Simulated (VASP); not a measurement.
# Si3Sb2Te in VASP: further runs

Runs on Si3Sb2Te. Level: PBE. Tasks: single point, relaxation of cell and atoms.

All numbers are computed with VASP 6.6.1; they aren't measurements. Logs are shortened: lines on timing, memory, paths and dates and some standing lists are left out, and cuts for length are marked.

## (1) The cell of the first run

It takes space group Cmmm (No. 65, orthorhombic). Conventional cell: a = 5.441 Å, b = 5.456 Å, c = 10.130 Å, α = 90.00°, β = 90.00°, γ = 90.00°. Within 3.6 Å of Si (site symmetry 2/m) lie 4 Si at 2.72 to 2.73 Å and 4 Sb at 2.89 Å. Si (site symmetry mmm) has 4 Te at 2.72 to 2.73 Å and 2 Sb at 2.91 Å within 3.6 Å. Sb (site symmetry mm2) has 5 Si at 2.89 to 2.91 Å within 3.8 Å. Te (site symmetry mmm) has 4 Si at 2.72 to 2.73 Å within 3.6 Å.

## (2) Single point, PBE

Contents of INCAR:

```
PREC = Accurate
ENCUT = 500
EDIFF = 1E-6
ISMEAR = 0
SIGMA = 0.2
LREAL = F
LASPH = T
NELM = 120
ALGO = Normal
ISIF = 2
LWAVE = F
LCHARG = T
GGA = PE
LELF = T
LVHAR = T
NBANDS = 23
GGA_COMPAT = F
```

Contents of KPOINTS:

```
regular mesh
0
Gamma
  4 4 2
```

Contents of POSCAR:

```
Si3Sb2Te
1.0
    2.7205151066     -2.7277905496      0.0000000000
    2.7205151066      2.7277905496      0.0000000000
    0.0000000000      0.0000000000     10.1304246950
Si Sb Te
3 2 1
Direct
    0.5000000000      0.0000000000      0.5000000000
    0.0000000000      0.5000000000      0.5000000000
    0.5000000000      0.5000000000      0.0000000000
    0.5000000000      0.5000000000      0.7123275146
    0.5000000000      0.5000000000      0.2876724854
    0.0000000000      0.0000000000      0.0000000000
```

Potentials or basis: VASP PAW PBE potentials, release 64 (Si, Sb, Te).

Command:

```bash
> cat potpaw_PBE.64/Si/POTCAR potpaw_PBE.64/Sb/POTCAR potpaw_PBE.64/Te/POTCAR > POTCAR
> mpirun -np 1 vasp_std > vasp.out
```

OUTCAR:

```text
PREC = Accurate
   ENCUT = 500
   EDIFF = 1E-6
   ISMEAR = 0
   LREAL = F
   LASPH = T
   NELM = 120
   ISIF = 2
   GGA = PE

 ion  position               nearest neighbor table
   1  0.500  0.000  0.500-   2 2.72   2 2.72   2 2.73   2 2.73   4 2.89   5 2.89   5 2.89   4 2.89

   2  0.000  0.500  0.500-   1 2.72   1 2.72   1 2.73   1 2.73   5 2.89   4 2.89   5 2.89   4 2.89

   3  0.500  0.500  0.000-   6 2.72   6 2.72   6 2.73   6 2.73   4 2.91   5 2.91
   4  0.500  0.500  0.712-   1 2.89   2 2.89   1 2.89   2 2.89   3 2.91
   5  0.500  0.500  0.288-   1 2.89   2 2.89   1 2.89   2 2.89   3 2.91
   6  0.000  0.000  0.000-   3 2.72   3 2.72   3 2.73   3 2.73

  LATTYP: Found a base centered orthorhombic cell.
 ALAT       =     5.4410302132
 B/A-ratio  =     1.0026742888
 C/A-ratio  =     1.8618578280

  Lattice vectors:

 A1 = (   2.7205151066,  -2.7277905496,   0.0000000000)
 A2 = (   2.7205151066,   2.7277905496,   0.0000000000)
 A3 = (   0.0000000000,   0.0000000000,  10.1304246950)

Analysis of symmetry for initial positions (statically):
=====================================================================
 Subroutine PRICEL returns:
 Original cell was already a primitive cell.

 Routine SETGRP: Setting up the symmetry group for a
 base centered orthorhombic supercell.

 Subroutine GETGRP returns: Found  8 space group operations
 (whereof  8 operations were pure point group operations)
 out of a pool of  8 trial point group operations.

The static configuration has the point symmetry D_2h.

Analysis of symmetry for dynamics (positions and initial velocities):
=====================================================================
 Subroutine PRICEL returns:
 Original cell was already a primitive cell.

 Routine SETGRP: Setting up the symmetry group for a
 base centered orthorhombic supercell.

 Subroutine GETGRP returns: Found  8 space group operations
 (whereof  8 operations were pure point group operations)
 out of a pool of  8 trial point group operations.

The dynamic configuration has the point symmetry D_2h.

 Subroutine INISYM returns: Found  8 space group operations
 (whereof  8 operations are pure point group operations),
 and found     1 'primitive' translations

----------------------------------------------------------------------------------------

                                     Primitive cell

  volume of cell :     150.3557

  direct lattice vectors                    reciprocal lattice vectors
     2.720515107 -2.727790550  0.000000000     0.183788724 -0.183298531  0.000000000
     2.720515107  2.727790550  0.000000000     0.183788724  0.183298531  0.000000000
     0.000000000  0.000000000 10.130424695     0.000000000  0.000000000  0.098712545

  length of vectors
     3.852537310  3.852537310 10.130424695     0.259570119  0.259570119  0.098712545

  position of ions in fractional coordinates (direct lattice)
     0.500000000  0.000000000  0.500000000
     0.000000000  0.500000000  0.500000000
     0.500000000  0.500000000  0.000000000
     0.500000000  0.500000000  0.712327515
     0.500000000  0.500000000  0.287672485
     0.000000000  0.000000000  0.000000000

  ion indices of the primitive-cell ions
   primitive index   ion index
                 1           1
                 2           2
                 3           3
                 4           4
                 5           5
                 6           6

----------------------------------------------------------------------------------------

 KPOINTS: regular mesh

Automatic generation of k-mesh.
 Grid dimensions read from file:
 generate k-points for:    4    4    2

 Generating k-lattice:

  Cartesian coordinates                     Fractional coordinates (reciprocal lattice)
     0.045947181 -0.045824633  0.000000000     0.250000000  0.000000000  0.000000000
     0.045947181  0.045824633  0.000000000     0.000000000  0.250000000  0.000000000
     0.000000000  0.000000000  0.049356272     0.000000000  0.000000000  0.500000000

  Length of vectors
     0.064892530  0.064892530  0.049356272

  Shift w.r.t. Gamma in fractional coordinates (k-lattice)
     0.000000000  0.000000000  0.000000000

 Subroutine IBZKPT returns following result:
 ===========================================

 Found     14 irreducible k-points:

 Following reciprocal coordinates:
            Coordinates               Weight
  0.000000  0.000000  0.000000      1.000000
  0.250000 -0.000000  0.000000      4.000000
  0.500000 -0.000000  0.000000      2.000000
  0.250000  0.250000  0.000000      2.000000
  0.500000  0.250000  0.000000      4.000000
 -0.250000  0.250000  0.000000      2.000000
  0.500000  0.500000  0.000000      1.000000
  0.000000  0.000000  0.500000      1.000000
  0.250000 -0.000000  0.500000      4.000000
  0.500000 -0.000000  0.500000      2.000000
  0.250000  0.250000  0.500000      2.000000
  0.500000  0.250000  0.500000      4.000000
 -0.250000  0.250000  0.500000      2.000000
[... 90 lines left out ...]
      3      -3.3011      2.00000
      4      -1.1812      2.00000
      5       0.1910      2.00000
      6       0.9935      2.00000
[... 15 lines left out ...]
     22      10.7689      0.00000
     23      10.9959      0.00000

 k-point     3 :       0.5000   -0.0000    0.0000
  band No.  band energies     occupation
      1      -4.8965      2.00000
      2      -4.3194      2.00000
      3      -2.7644      2.00000
      4      -2.4423      2.00000
      5      -1.9239      2.00000
      6       0.9849      2.00000
[... 15 lines left out ...]
     22      10.3595      0.00000
     23      10.5920      0.00000

 k-point     4 :       0.2500    0.2500    0.0000
  band No.  band energies     occupation
      1      -5.4051      2.00000
      2      -4.5354      2.00000
      3      -2.9062      2.00000
      4      -1.2001      2.00000
      5       0.4403      2.00000
      6       0.4490      2.00000
[... 15 lines left out ...]
     22      11.5325      0.00000
     23      12.6799      0.00000

 k-point     5 :       0.5000    0.2500    0.0000
  band No.  band energies     occupation
      1      -4.4932      2.00000
      2      -3.7884      2.00000
      3      -2.3744      2.00000
      4      -1.8433      2.00000
      5      -1.4617      2.00000
      6       0.7447      2.00000
[... 15 lines left out ...]
     22      11.6478      0.00000
     23      12.0651      0.00000

 k-point     6 :      -0.2500    0.2500    0.0000
  band No.  band energies     occupation
      1      -5.4119      2.00000
      2      -4.5393      2.00000
      3      -2.9083      2.00000
      4      -1.1814      2.00000
      5       0.4524      2.00000
      6       0.4788      2.00000
[... 15 lines left out ...]
     22      11.5080      0.00000
     23      12.6532      0.00000

 k-point     7 :       0.5000    0.5000    0.0000
  band No.  band energies     occupation
      1      -3.9393      2.00000
      2      -2.8511      2.00000
      3      -1.8492      2.00000
      4      -0.7636      2.00000
      5      -0.7273      2.00000
      6      -0.4513      2.00000
[... 93 lines left out ...]
     22      10.1058      0.00000
     23      10.5520      0.00000

 k-point    11 :       0.2500    0.2500    0.5000
  band No.  band energies     occupation
      1      -5.3661      2.00000
      2      -4.6363      2.00000
      3      -2.8219      2.00000
      4      -0.7043      2.00000
      5      -0.3581      2.00000
      6       0.4613      2.00000
[... 15 lines left out ...]
     22      11.6873      0.00000
     23      12.1018      0.00000

 k-point    12 :       0.5000    0.2500    0.5000
  band No.  band energies     occupation
      1      -4.4926      2.00000
      2      -3.7043      2.00000
      3      -2.8457      2.00000
      4      -1.4694      2.00000
      5      -1.0328      2.00000
      6       0.1576      2.00000
[... 15 lines left out ...]
     22      11.6460      0.00000
     23      12.1729      0.00000

 k-point    13 :      -0.2500    0.2500    0.5000
  band No.  band energies     occupation
      1      -5.3728      2.00000
      2      -4.6408      2.00000
      3      -2.8192      2.00000
      4      -0.7086      2.00000
      5      -0.3276      2.00000
      6       0.4917      2.00000
[... 15 lines left out ...]
     22      11.6629      0.00000
     23      12.0637      0.00000

 k-point    14 :       0.5000    0.5000    0.5000
  band No.  band energies     occupation
      1      -3.9393      2.00000
      2      -2.7388      2.00000
      3      -2.1698      2.00000
      4      -0.7518      2.00000
      5      -0.7149      2.00000
      6       0.2136      2.00000
[... 15 lines left out ...]
     22      11.2587      0.00000
     23      12.4780      0.00000

------------------------ aborting loop because EDIFF is reached ----------------------------------------

  FORCE on cell =-STRESS in cart. coord.  units (eV):
  Direction    XX          YY          ZZ          XY          YZ          ZX
  --------------------------------------------------------------------------------------
  -------------------------------------------------------------------------------------
  Total       -0.0439194     -0.2532994      0.0946607      0.0000000      0.0000000      0.0000000
  in kB       -0.4680013     -2.6991372      1.0086959      0.0000000      0.0000000      0.0000000
  external PRESSURE =      -0.7194809 kB  Pullay stress =       0.0000000 kB

 VOLUME and BASIS-vectors are now :
 -----------------------------------------------------------------------------
  energy-cutoff  :      500.00
  volume of cell :      150.36
      direct lattice vectors                 reciprocal lattice vectors
     2.720515107 -2.727790550  0.000000000     0.183788724 -0.183298531  0.000000000
     2.720515107  2.727790550  0.000000000     0.183788724  0.183298531  0.000000000
     0.000000000  0.000000000 10.130424695     0.000000000  0.000000000  0.098712545

 POSITION                                       TOTAL-FORCE (eV/Angst)
 -----------------------------------------------------------------------------------
      1.36026     -1.36390      5.06521         0.000000     -0.000000      0.000000
      1.36026      1.36390      5.06521        -0.000000     -0.000000      0.000000
      2.72052      0.00000      0.00000        -0.000000      0.000000      0.000000
      2.72052      0.00000      7.21618        -0.000000     -0.000000     -0.044688
      2.72052      0.00000      2.91424        -0.000000     -0.000000      0.044688
      0.00000      0.00000      0.00000        -0.000000     -0.000000      0.000000
 -----------------------------------------------------------------------------------
    total drift:                                0.000000      0.000000      0.000000

  FREE ENERGIE OF THE ION-ELECTRON SYSTEM (eV)
  ---------------------------------------------------
  free  energy   TOTEN  =       -25.3046297594 eV

  energy  without entropy=      -25.2514709743  energy(sigma->0) =      -25.27805037
```

Run time: 25 s. Hardware: 1 thread of AMD EPYC 9R45 (Zen 5), shared host; peak memory 0.22 GiB.

Results:

- Free energy: -25.3046 eV
- Pressure: -0.1 GPa
- Largest force: 0.045 eV/Å
- Band gap on the k mesh: zero (band 14 reaches 7.24 eV, above the bottom of band 15 at 5.75 eV)

Forces on the atoms (eV/Å):
```
Si   0.000  0.000  0.000
Si   0.000  0.000  0.000
Si   0.000  0.000  0.000
Sb   0.000  0.000 -0.045
Sb   0.000  0.000  0.045
Te   0.000  0.000  0.000
```

Stress tensor (GPa, compression positive):
```
-0.05  0.00  0.00
 0.00 -0.27  0.00
 0.00  0.00  0.10
```

Caveat: the k points lie up to 0.41 Å⁻¹ apart; spin-orbit coupling is left out, which moves the levels of the heavy elements.

## (3) Relaxation of cell and atoms, PBE

This run uses another cell than the first one, of 24.96 Å³/atom, 0.996 times its volume.

Contents of INCAR:

```
SYSTEM = Si3Sb2Te
  ALGO = Normal
  EDIFF = 1E-7
  EDIFFG = -0.08
  ENCUT = 500
  GGA = PE
  GGA_COMPAT = .False.
  IBRION = 2
  ISIF = 3
  ISMEAR = 0
  LASPH = .True.
  LCHARG = .False.
  LREAL = .False.
  LWAVE = .False.
  NELM = 120
  NELMIN = 4
  NSW = 36
  PREC = Accurate
  SIGMA = 0.2
```

Contents of KPOINTS:

```
k-points
0
Gamma
  3 3 3
  0 0 0
```

Contents of POSCAR:

```
Si3Sb2Te
1.0
    5.1680463300      0.0000000000      0.0000000000
    0.0000000000      5.1680463300      0.0000000000
    0.0000000000      0.0000000000      5.6071444700
Si Sb Te
3 2 1
Direct
    0.0000000000      0.0000000000      0.5000000000
    0.5000000000      0.5000000000      0.1582265700
    0.5000000000      0.5000000000      0.8417734300
    0.0000000000      0.5000000000      0.5000000000
    0.5000000000      0.0000000000      0.5000000000
    0.5000000000      0.5000000000      0.5000000000
```

Potentials or basis: VASP PAW PBE potentials, release 64 (Si, Sb, Te).

Command:

```bash
> cat potpaw_PBE.64/Si/POTCAR potpaw_PBE.64/Sb/POTCAR potpaw_PBE.64/Te/POTCAR > POTCAR
> mpirun -np 1 vasp_std > vasp.out
```

It took 7.8 min on 1 thread of AMD EPYC 9R45 (Zen 5), shared host; peak memory 0.23 GiB.

Results (log left out):

```yaml
Free_energy: -20.3790 eV
Relaxed_volume: 44.78 Å³/atom
Relaxed_cell: a = 5.798 Å, b = 5.798 Å, c = 7.991 Å, α = 90.00°, β = 90.00°, γ = 90.00°
Space_group_after_relaxing_to_0.05_Å: P4/mmm (No. 123)
Energy_gained_by_relaxing: 2409.4 meV/atom
Ionic_steps: 36
Pressure_after_relaxing: 0.0 GPa
Largest_force_after_relaxing: 0.009 eV/Å
Band_gap_on_the_k_mesh: zero (band 14 reaches 1.59 eV, above the bottom of band 15 at 1.24 eV)
```

Forces in eV/Å, atoms in the order of the input:
```
Si   0.000  0.000  0.000
Si   0.000  0.000 -0.009
Si   0.000  0.000  0.009
Sb   0.000  0.000  0.000
Sb   0.000  0.000  0.000
Te   0.000  0.000  0.000
```

Stress tensor (GPa, compression positive):
```
 0.02  0.00  0.00
 0.00  0.02  0.00
 0.00  0.00 -0.09
```

The path:
```
step  energy change (eV)  largest force (eV/Å)  pressure (GPa)  volume (Å³)
   1              0.0000                7.1968           54.47       149.76
   2            -12.4711                3.8943           -1.41       393.22
   3            -12.5262                4.0051           -1.35       387.70
   4            -12.5853                4.1332           -1.28       381.73
   5            -13.0836                7.5112            1.20       297.57
   6            -12.7830                5.6453           -0.53       348.04
   7            -12.9153                1.9569           -1.80       353.65
   8            -13.4479                0.2502           -1.84       350.85
   9            -13.4519                0.0856           -1.81       350.70
  10            -13.4530                0.0936           -1.79       350.55
  11            -13.6821                0.2644           -0.85       323.47
  12            -13.7231                0.3692           -0.15       309.16
  13            -13.8289                0.6792           -0.09       301.12
  14            -14.1250                2.0743            0.60       276.81
  15            -13.4771                4.6305            5.39       227.40
  16            -14.0385                3.6331            1.44       267.18
  17            -14.0521                3.5922            1.46       266.47
  18            -14.0897                3.4640            1.50       264.34
  19            -14.1491                3.1775            1.61       260.05
  20            -14.2172                2.2999            1.64       251.42
  21            -14.0171                0.1483            3.26       233.90
  22            -14.2072                2.1977            1.68       248.47
  23            -14.2014                1.3343            2.17       241.22
  24            -14.2183                1.7805            1.82       244.86
  25            -14.2170                1.6409            1.92       243.68
  26            -14.2442                1.5016            1.68       245.63
  27            -14.3065                1.2492            1.25       251.52
  28            -14.4124                0.9273            0.59       263.43
  29            -14.3130                0.1981           -1.15       287.79
  30            -14.4352                0.5912           -0.01       270.88
  31            -14.4352                0.6187            0.03       270.33
  32            -14.4419                0.5193            0.07       269.35
  33            -14.4526                0.2319            0.22       266.44
  34            -14.4531                0.1540            0.26       265.64
  35            -14.4553                0.0902            0.16       266.78
  36            -14.4563                0.0095           -0.01       268.66
```

Final structure:
```yaml
crystal:
  lattice:
    - [5.79809, 0.00000, 0.00000]
    - [0.00000, 5.79809, 0.00000]
    - [0.00000, 0.00000, 7.99148]
  atoms:
    - { symbol: Si, position: [0.00000, 0.00000, 0.50000] }
    - { symbol: Si, position: [0.50000, 0.50000, 0.14058] }
    - { symbol: Si, position: [0.50000, 0.50000, 0.85942] }
    - { symbol: Sb, position: [0.00000, 0.50000, 0.50000] }
    - { symbol: Sb, position: [0.50000, 0.00000, 0.50000] }
    - { symbol: Te, position: [0.50000, 0.50000, 0.50000] }
```

Levels at points of the mesh, in eV from the Fermi level:
```csv
k point,band 11,band 12,band 13,band 14,band 15,band 16,band 17,band 18
"(0.00, 0.00, 0.00)",-1.60,-0.42,-0.30,-0.06,-0.04,-0.04,1.54,1.54
```

Caveat: the k points lie up to 0.36 Å⁻¹ apart in the final cell; the volume moved by over 15 % at a fixed basis, so the end points are rough; spin-orbit coupling is left out, which moves the levels of the heavy elements; the relaxation stopped at a loose force limit of 0.08 eV/Å, so its end isn't a converged minimum.
